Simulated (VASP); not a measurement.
Crystal: HfSi2B4.

```
CELL_PARAMETERS angstrom
3.05199 0.00000 0.00000
0.00000 4.53625 0.00000
0.00000 0.00000 5.90972
ATOMIC_POSITIONS crystal
Hf 0.50000 0.00000 0.00000
Si 0.50000 0.27239 0.50000
Si 0.50000 0.72761 0.50000
B 0.00000 0.33087 0.23958
B 0.00000 0.66913 0.23958
B 0.00000 0.66913 0.76042
B 0.00000 0.33087 0.76042
```

The cell was built from a structure type or drawn by symmetry, and may not be a known phase.

```yaml
Program: VASP 6.6.1
Task: relaxation of cell and atoms
Functional: PBE
Potentials_or_basis: VASP PAW PBE potentials, release 64 (Hf_pv, Si, B)
Cutoff: 600 eV
k_mesh: 5 × 4 × 3
Occupations: gaussian, width 0.2 eV
Spin: no spin polarisation
```

At the start: pressure 9.0 GPa; volume 11.69 Å³/atom.

Where does the relaxation end?

Over 25 steps the energy falls by 665.5 meV/atom and the volume is 11.00 Å³/atom (-5.9 %); space group Pmmm (No. 47, to 0.1 Å) before and after.

The path:
| step | energy change (eV) | largest force (eV/Å) | pressure (GPa) | volume (Å³) |
| --- | --- | --- | --- | --- |
| 1 | 0.0000 | 4.8102 | 8.95 | 81.82 |
| 2 | -0.4838 | 2.1496 | -10.30 | 89.00 |
| 3 | -1.2318 | 1.1955 | -5.94 | 85.10 |
| 4 | -1.2479 | 1.0466 | -5.37 | 84.85 |
| 5 | -1.2538 | 0.8381 | -4.60 | 84.55 |
| 6 | -1.8474 | 0.6463 | -0.26 | 81.37 |
| 7 | -3.3135 | 1.8608 | 25.07 | 70.72 |
| 8 | -3.1616 | 1.1534 | 9.66 | 75.44 |
| 9 | -3.4499 | 1.5952 | 17.56 | 72.69 |
| 10 | -3.6162 | 1.5766 | 17.09 | 72.79 |
| 11 | -3.6517 | 1.5556 | 17.38 | 72.86 |
| 12 | -3.6825 | 1.5666 | 17.11 | 72.85 |
| 13 | -3.8551 | 1.4551 | 12.86 | 74.05 |
| 14 | -4.1657 | 1.2091 | 1.75 | 77.71 |
| 15 | -4.0096 | 0.9985 | -14.20 | 85.39 |
| 16 | -4.2211 | 1.1026 | -4.63 | 80.30 |
| 17 | -4.2891 | 1.0354 | -4.57 | 80.10 |
| 18 | -4.4655 | 0.7797 | -4.18 | 79.51 |
| 19 | -4.6075 | 0.4775 | -1.89 | 78.34 |
| 20 | -4.6106 | 0.3981 | -2.44 | 78.53 |
| 21 | -4.6425 | 0.3249 | -0.48 | 77.44 |
| 22 | -4.6485 | 0.2816 | 0.90 | 76.74 |
| 23 | -4.6554 | 0.1542 | 0.18 | 76.91 |
| 24 | -4.6561 | 0.1304 | -0.11 | 76.99 |
| 25 | -4.6586 | 0.0750 | -0.08 | 76.99 |

Final structure:
```yaml
crystal:
  lattice:
    - [3.13656, 0.00000, 0.00000]
    - [0.00000, 5.29976, 0.00000]
    - [0.00000, 0.00000, 4.63128]
  atoms:
    - { symbol: Hf, position: [0.50000, 0.00000, 0.00000] }
    - { symbol: Si, position: [0.50000, 0.24666, 0.50000] }
    - { symbol: Si, position: [0.50000, 0.75334, 0.50000] }
    - { symbol: B, position: [0.00000, 0.33447, 0.19193] }
    - { symbol: B, position: [0.00000, 0.66553, 0.19193] }
    - { symbol: B, position: [0.00000, 0.66553, 0.80807] }
    - { symbol: B, position: [0.00000, 0.33447, 0.80807] }
```

Caveat: the k points lie up to 0.45 Å⁻¹ apart in the final cell, too coarse for converged energies and pressures of a metal; a cell axis changed by over 15 % at a fixed basis, so the end point is rough; the relaxation stopped at a loose force limit of 0.08 eV/Å, so its end isn't a converged minimum.
